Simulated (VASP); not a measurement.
# MgO in VASP: notebook

Runs on MgO. Level: r2SCAN. Tasks: single point, relaxation of cell and atoms.

Program: VASP 6.6.1. These are calculated values, not measurements. Logs are shortened: lines on timing, memory, paths and dates and some standing lists are left out, and cuts for length are marked.

## 1. The cell of the first run

The typed cell holds 4 atoms: a = 3.289 Å, b = 3.289 Å, c = 5.032 Å, α = 90.00°, β = 90.00°, γ = 120.00°.

## 2. Single point, r2SCAN (all O atoms moved 0.1 Å in one direction)

The input, POSCAR:

```
MgO
1.0
    3.2888257900      0.0000000000      0.0000000000
   -1.6444128950      2.8482066827      0.0000000000
    0.0000000000      0.0000000000      5.0322560468
Mg O
2 2
Direct
    0.3394977064      0.6683486589      0.0141118364
    0.6728310398      0.3350153256      0.5141118364
    0.3271689602      0.6649846744      0.3904881636
    0.6605022936      0.3316513411      0.8904881636
```

The input, INCAR.step1:

```
  ALGO = Normal
  EDIFF = 1E-4
  ENCUT = 520
  GGA = PE
  ISMEAR = 0
  LASPH = T
  LCHARG = F
  LREAL = F
  LWAVE = T
  NBANDS = 16
  NELM = 60
  PREC = Accurate
  SIGMA = 0.05
```

The input, INCAR.step2:

```
  ALGO = Normal
  EDIFF = 1E-6
  ENCUT = 520
  ISIF = 2
  ISMEAR = 0
  ISTART = 1
  LASPH = T
  LCHARG = F
  LMIXTAU = T
  LREAL = F
  LWAVE = F
  METAGGA = R2SCAN
  NBANDS = 16
  NELM = 60
  PREC = Accurate
  SIGMA = 0.05
```

The input, KPOINTS:

```
k-points
0
Gamma
  6 6 4
```

Potentials or basis: VASP PAW PBE potentials, release 64 (Mg, O).

Launch:

```sh
$ cat potpaw_PBE.64/Mg/POTCAR potpaw_PBE.64/O/POTCAR > POTCAR
$ cp INCAR.step1 INCAR
$ mpirun -np 1 vasp_std > vasp.out
$ cp INCAR.step2 INCAR
$ mpirun -np 1 vasp_std > vasp.out
```

OUTCAR:

```text
EDIFF = 1E-6
   ENCUT = 520
   ISIF = 2
   ISMEAR = 0
   ISTART = 1
   LASPH = T
   LREAL = F
   METAGGA = R2SCAN
   NELM = 60
   PREC = Accurate

 ion  position               nearest neighbor table
   1  0.339  0.668  0.014-   3 1.89   4 1.97   4 1.99   4 2.03   2 3.15   2 3.15   2 3.15   2 3.15
                             2 3.15   2 3.15
   2  0.673  0.335  0.514-   4 1.89   3 1.96   3 2.01   3 2.02   1 3.15   1 3.15   1 3.15   1 3.15
                             1 3.15   1 3.15
   3  0.327  0.665  0.390-   1 1.89   2 1.96   2 2.01   2 2.02
   4  0.661  0.332  0.890-   2 1.89   1 1.97   1 1.99   1 2.03

  LATTYP: Found a hexagonal cell.
 ALAT       =     3.2888257900
 C/A-ratio  =     1.5301072079

  Lattice vectors:

 A1 = (   3.2888257900,   0.0000000000,   0.0000000000)
 A2 = (  -1.6444128950,   2.8482066827,   0.0000000000)
 A3 = (   0.0000000000,   0.0000000000,   5.0322560468)

Analysis of symmetry for initial positions (statically):
=====================================================================
 Subroutine PRICEL returns:
 Original cell was already a primitive cell.

 Routine SETGRP: Setting up the symmetry group for a
 hexagonal supercell.

 Subroutine GETGRP returns: Found  1 space group operations
 (whereof  1 operations were pure point group operations)
 out of a pool of 24 trial point group operations.

The static configuration has the point symmetry C_1 .

Analysis of symmetry for dynamics (positions and initial velocities):
=====================================================================
 Subroutine PRICEL returns:
 Original cell was already a primitive cell.

 Routine SETGRP: Setting up the symmetry group for a
 hexagonal supercell.

 Subroutine GETGRP returns: Found  1 space group operations
 (whereof  1 operations were pure point group operations)
 out of a pool of 24 trial point group operations.

The dynamic configuration has the point symmetry C_1 .

 Subroutine INISYM returns: Found  1 space group operations
 (whereof  1 operations are pure point group operations),
 and found     1 'primitive' translations

----------------------------------------------------------------------------------------

                                     Primitive cell

  volume of cell :      47.1384

  direct lattice vectors                    reciprocal lattice vectors
     3.288825790  0.000000000  0.000000000     0.304059888  0.175549058  0.000000000
    -1.644412895  2.848206683  0.000000000     0.000000000  0.351098116  0.000000000
     0.000000000  0.000000000  5.032256047     0.000000000  0.000000000  0.198718028

  length of vectors
     3.288825790  3.288825790  5.032256047     0.351098116  0.351098116  0.198718028

  position of ions in fractional coordinates (direct lattice)
     0.339497706  0.668348659  0.014111836
     0.672831040  0.335015326  0.514111836
     0.327168960  0.664984674  0.390488164
     0.660502294  0.331651341  0.890488164

  ion indices of the primitive-cell ions
   primitive index   ion index
                 1           1
                 2           2
                 3           3
                 4           4

----------------------------------------------------------------------------------------

 KPOINTS: k-points

Automatic generation of k-mesh.
 Grid dimensions read from file:
 generate k-points for:    6    6    4

 Generating k-lattice:

  Cartesian coordinates                     Fractional coordinates (reciprocal lattice)
     0.050676648  0.029258176  0.000000000     0.166666667  0.000000000  0.000000000
     0.000000000  0.058516353  0.000000000     0.000000000  0.166666667  0.000000000
     0.000000000  0.000000000  0.049679507     0.000000000  0.000000000  0.250000000

  Length of vectors
     0.058516353  0.058516353  0.049679507

  Shift w.r.t. Gamma in fractional coordinates (k-lattice)
     0.000000000  0.000000000  0.000000000

 Subroutine IBZKPT returns following result:
 ===========================================

 Found     76 irreducible k-points:

 Following reciprocal coordinates:
            Coordinates               Weight
  0.000000  0.000000  0.000000      1.000000
  0.166667  0.000000  0.000000      2.000000
  0.000000  0.166667  0.000000      2.000000
 -0.166667  0.166667  0.000000      2.000000
  0.333333  0.000000  0.000000      2.000000
  0.000000  0.333333  0.000000      2.000000
[... 16 lines left out ...]
  0.000000  0.166667  0.250000      2.000000
 -0.166667  0.166667  0.250000      2.000000
 [... further k-points ...]
   k-points           NKPTS =     76   k-points in BZ     NKDIM =     76   number of bands    NBANDS=     16
   number of dos      NEDOS =    301   number of ions     NIONS =      4
   total plane-waves  NPLWV =  23040
   dimension x,y,z NGX =    24 NGY =   24 NGZ =   40
   dimension x,y,z NGXF=    48 NGYF=   48 NGZF=   80
   ions per type =               2   2
   NGX,Y,Z   is equivalent  to a cutoff of  12.13, 12.13, 13.21 a.u.
   NGXF,Y,Z  is equivalent  to a cutoff of  24.26, 24.26, 26.43 a.u.
 SYSTEM =  unknown system
   PREC   = accura    normal or accurate (medium, high low for compatibility)
   ISTART =      1    job   : 0-new  1-cont  2-samecut
   ICHARG =      0    charge: 1-file 2-atom 10-const
   ISPIN  =      1    spin polarized calculation?
   LNONCOLLINEAR =      F non collinear calculations
   LSORBIT =      F    spin-orbit coupling
   LASPH  =      T    aspherical Exc in radial PAW
   ENCUT  =  520.0 eV  38.22 Ry    6.18 a.u.   6.12  6.12  9.36*2*pi/ulx,y,z
   NELM   =     60;   NELMIN=  2; NELMDL=  0     # of ELM steps
   EDIFF  = 0.1E-05   stopping-criterion for ELM
   LREAL  =      F    real-space projection
   EDIFFG = 0.1E-04   stopping-criterion for IOM
   NSW    =      0    number of steps for IOM
   IBRION =     -1    ionic relax: 0-MD 1-quasi-New 2-CG
   NFREE  =      0    steps in history (QN), initial steepest desc. (CG)
   ISIF   =      2    stress and relaxation
   ISYM   =      2    0-nonsym 1-usesym 2-fastsym
   POTIM  = 0.5000    time-step for ionic-motion
   TEBEG  =    0.0;   TEEND  =   0.0 temperature during run
   PSTRESS=    0.0 pullay stress
   NELECT =      16.0000    total number of electrons
   NUPDOWN=      -1.0000    fix difference up-down
   EMIN   =  10.00;   EMAX   =-10.00  energy-range for DOS
   EFERMI =   0.00;   METHOD = LEGACY
   ISMEAR =     0;   SIGMA  =   0.05  broadening in eV -4-tet -1-fermi 0-gaus
   EFERMI_NEDOS =   21; number of points for ismear=-14 and -15
   IALGO  =     38    algorithm
   IMIX   =      4    mixing-type and parameters
     AMIX     =   0.40;   BMIX     =  1.00
     AMIX_MAG =   1.60;   BMIX_MAG =  1.00
  volume/ion in A,a.u.               =      11.78        79.53
  Fermi-wavevector in a.u.,A,eV,Ry     =   1.141975  2.158019 17.743440  1.304106
  Thomas-Fermi vector in A             =   2.278674
   LORBIT       =      0    0 simple, 1 ext, 2 COOP (PROOUT), +10 PAW based schemes
   METAGGA = R2SCAN    functional components
   LHFCALC =     F    Hartree Fock is set to
   AEXX    =    0.0000 exact exchange contribution
   IVDW    =     0    specifies the selected vdW correction
   LEPSILON=     F    determine dielectric tensor
   LRPA    =     F    only Hartree local field effects (RPA)
 non-spin polarized calculation
 Gauss-broadening in eV      SIGMA  =   0.05
  energy-cutoff  :      520.00
  volume of cell :       47.14
 maximum number of plane-waves:      1284
   NGX = 13   NGY = 13   NGZ = 19

 number of electron      16.0000003 magnetization

 Free energy of the ion-electron system (eV)
  ---------------------------------------------------
  ext. energy  EPLUGINS =         0.00000000
  ---------------------------------------------------
  free energy    TOTEN  =       -31.76719274 eV

  energy without entropy =      -31.76719274  energy(sigma->0) =      -31.76719274

 E-fermi :   0.8493     XC(G=0): -10.1968

 val. band max:        0.5400918397   @ k =   0.0000   0.0000   0.0000
 cond. band min:       4.8695883532   @ k =   0.0000   0.0000   0.0000
 fundamental gap:      4.3294965135
 Fermi energy:         0.8493394931

 k-point     1 :       0.0000    0.0000    0.0000
  band No.  band energies     occupation
      1     -16.4882      2.00000
      2     -15.7256      2.00000
      3      -2.5710      2.00000
      4       0.0369      2.00000
      5       0.0379      2.00000
      6       0.3372      2.00000
[... 8 lines left out ...]
     15      18.4577      0.00000
     16      18.4623      0.00000

 k-point     2 :       0.1667    0.0000    0.0000
  band No.  band energies     occupation
      1     -16.3581      2.00000
      2     -15.6825      2.00000
      3      -2.3068      2.00000
      4      -0.6560      2.00000
      5      -0.3086      2.00000
      6      -0.1335      2.00000
[... 8 lines left out ...]
     15      17.5711      0.00000
     16      17.7755      0.00000

 k-point     3 :       0.0000    0.1667    0.0000
  band No.  band energies     occupation
      1     -16.3581      2.00000
      2     -15.6825      2.00000
      3      -2.3067      2.00000
      4      -0.6568      2.00000
      5      -0.3109      2.00000
      6      -0.1294      2.00000
[... 8 lines left out ...]
     15      17.5599      0.00000
     16      17.7873      0.00000

 k-point     4 :      -0.1667    0.1667    0.0000
  band No.  band energies     occupation
      1     -16.3581      2.00000
      2     -15.6825      2.00000
      3      -2.3068      2.00000
      4      -0.6564      2.00000
      5      -0.3098      2.00000
      6      -0.1314      2.00000
[... 8 lines left out ...]
     15      17.5652      0.00000
     16      17.7817      0.00000
[... 324 lines left out ...]
 k-point    22 :       0.1667    0.0000    0.2500
  band No.  band energies     occupation
      1     -16.2635      2.00000
      2     -15.7856      2.00000
      3      -2.0976      2.00000
      4      -0.8218      2.00000
      5      -0.3345      2.00000
      6      -0.0729      2.00000
[... 8 lines left out ...]
     15      17.3816      0.00000
     16      17.5014      0.00000

 k-point    23 :       0.0000    0.1667    0.2500
  band No.  band energies     occupation
      1     -16.2633      2.00000
      2     -15.7857      2.00000
      3      -2.0966      2.00000
      4      -0.8314      2.00000
      5      -0.3433      2.00000
      6      -0.0677      2.00000
[... 8 lines left out ...]
     15      17.3403      0.00000
     16      17.5402      0.00000

 k-point    24 :      -0.1667    0.1667    0.2500
  band No.  band energies     occupation
      1     -16.2631      2.00000
      2     -15.7860      2.00000
      3      -2.0954      2.00000
      4      -0.8433      2.00000
      5      -0.3523      2.00000
      6      -0.0670      2.00000
[... 8 lines left out ...]
     15      17.3438      0.00000
     16      17.5230      0.00000

 [... further k-points ...]
[... 5 lines left out ...]
  --------------------------------------------------------------------------------------
  -------------------------------------------------------------------------------------
  Total       -0.9108027     -0.9396198      2.5629890      0.0085715     -0.0868519     -0.3174111
  in kB      -30.9570663    -31.9365228     87.1128495      0.2913347     -2.9519884    -10.7884147
  external PRESSURE =       8.0730868 kB  Pullay stress =       0.0000000 kB

 VOLUME and BASIS-vectors are now :
 -----------------------------------------------------------------------------
  energy-cutoff  :      520.00
  volume of cell :       47.14
      direct lattice vectors                 reciprocal lattice vectors
     3.288825790  0.000000000  0.000000000     0.304059888  0.175549058  0.000000000
    -1.644412895  2.848206683  0.000000000     0.000000000  0.351098116  0.000000000
     0.000000000  0.000000000  5.032256047     0.000000000  0.000000000  0.198718028

 POSITION                                       TOTAL-FORCE (eV/Angst)
 -----------------------------------------------------------------------------------
      0.01751      1.90360      0.07101        -0.276279     -0.061260     -0.899635
      1.66192      0.95419      2.58714        -0.296514     -0.095458     -0.898949
     -0.01751      1.89401      1.96504         0.296379      0.095211      0.898924
      1.62691      0.94461      4.48116         0.276414      0.061506      0.899661
 -----------------------------------------------------------------------------------
    total drift:                                0.001577      0.000404     -0.015171

  FREE ENERGIE OF THE ION-ELECTRON SYSTEM (eV)
  ---------------------------------------------------
  free  energy   TOTEN  =       -31.7671927443 eV

  energy  without entropy=      -31.7671927443  energy(sigma->0) =      -31.76719274
```

It took 91 s on 1 thread of AMD EPYC 9R45 (Zen 5), shared host; peak memory 0.17 GiB.

Results:

* Free energy: -31.7672 eV
* Pressure: 0.8 GPa
* Largest force: 0.951 eV/Å
* Band gap on the k mesh: 4.33 eV

Forces on the atoms (eV/Å):
```
Mg  -0.276 -0.061 -0.900
Mg  -0.297 -0.095 -0.899
O    0.296  0.095  0.899
O    0.276  0.062  0.900
```

Stress tensor (GPa, compression positive):
```
-3.10  0.03 -1.08
 0.03 -3.19 -0.30
-1.08 -0.30  8.71
```

Caveat: the cell differs from its parent crystal (all O atoms moved 0.1 Å in one direction); the stress differs along the axes, from -3 to 9 GPa; the PAW data sets were made with another functional, which shifts forces and pressure a little.

## 3. Single point, r2SCAN

The input, POSCAR:

```
MgO
1.0
    3.2890699178      0.0000003701      0.0000428154
   -1.6445346384      2.8484168906     -0.0000112672
    0.0000655121      0.0000179163      5.0328663153
Mg O
2 2
Direct
    0.3333305417      0.6666653422      0.0048349106
    0.6666654702      0.3333335709      0.5048349184
    0.3333362232      0.6666680361      0.3997651896
    0.6666677648      0.3333330509      0.8997649815
```

The input, INCAR.step1:

```
SYSTEM = MgO
  PREC = Accurate
  ENCUT = 520
  ISMEAR = 0
  SIGMA = 0.05
  LREAL = .FALSE.
  LASPH = .TRUE.
  NELM = 80
  NBANDS = 16
  GGA = PE
  ALGO = Normal
  EDIFF = 1E-4
  LWAVE = .TRUE.
  LCHARG = .FALSE.
```

The input, INCAR.step2:

```
SYSTEM = MgO
  PREC = Accurate
  ENCUT = 520
  EDIFF = 1E-7
  ISMEAR = 0
  SIGMA = 0.05
  LREAL = .FALSE.
  LASPH = .TRUE.
  NELM = 80
  ALGO = Normal
  ISIF = 2
  LWAVE = .FALSE.
  LCHARG = .TRUE.
  METAGGA = R2SCAN
  LMIXTAU = .TRUE.
  LELF = .TRUE.
  LVHAR = .TRUE.
  NBANDS = 16
  ISTART = 1
```

The input, KPOINTS:

```
Automatic mesh
0
G
  6 6 4
  0 0 0
```

Potentials or basis: VASP PAW PBE potentials, release 64 (Mg, O).

Launch:

```sh
$ cat potpaw_PBE.64/Mg/POTCAR potpaw_PBE.64/O/POTCAR > POTCAR
$ cp INCAR.step1 INCAR
$ mpirun -np 1 vasp_std > vasp.out
$ cp INCAR.step2 INCAR
$ mpirun -np 1 vasp_std > vasp.out
```

Wall time 92 s (1 thread of AMD EPYC 9R45 (Zen 5), shared host); peak memory 0.17 GiB.

It converged, with:

- Free energy: -31.8553 eV
- Pressure: -0.6 GPa
- Largest force: 0.004 eV/Å
- Band gap on the k mesh: 4.20 eV

Forces in eV/Å, atoms in the order of the input:
```
Mg   0.000  0.000  0.004
Mg   0.000  0.000  0.004
O    0.000  0.000 -0.004
O    0.000  0.000 -0.004
```

Levels at points of the mesh, in eV from the valence-band top:
```csv
k point,band 4,band 5,band 6,band 7,band 8,band 9,band 10,band 11,band 12,band 13
"(0.00, 0.00, 0.00)",-0.69,-0.69,-0.38,-0.38,0.00,4.20,9.43,11.17,15.23,15.23
"(0.50, 0.00, 0.00)",-2.17,-1.71,-1.23,-0.79,-0.47,8.58,8.84,10.13,11.74,13.96
"(0.00, 0.50, 0.00)",-2.17,-1.71,-1.23,-0.79,-0.47,8.58,8.84,10.13,11.74,13.96
"(0.50, 0.50, 0.00)",-2.17,-1.71,-1.23,-0.79,-0.47,8.58,8.84,10.13,11.74,13.96
"(0.00, 0.00, 0.50)",-1.97,-0.54,-0.54,-0.54,-0.54,6.71,6.71,14.18,14.18,15.74
"(0.50, 0.00, 0.50)",-3.08,-0.87,-0.87,-0.70,-0.70,8.15,8.15,11.80,11.80,14.74
"(0.00, 0.50, 0.50)",-3.08,-0.87,-0.87,-0.70,-0.70,8.15,8.15,11.80,11.80,14.74
"(0.50, 0.50, 0.50)",-3.08,-0.87,-0.87,-0.70,-0.70,8.15,8.15,11.80,11.80,14.74
```

Caveat: the PAW data sets were made with another functional, which shifts forces and pressure a little.

(Part 1 of 2 ends here.)
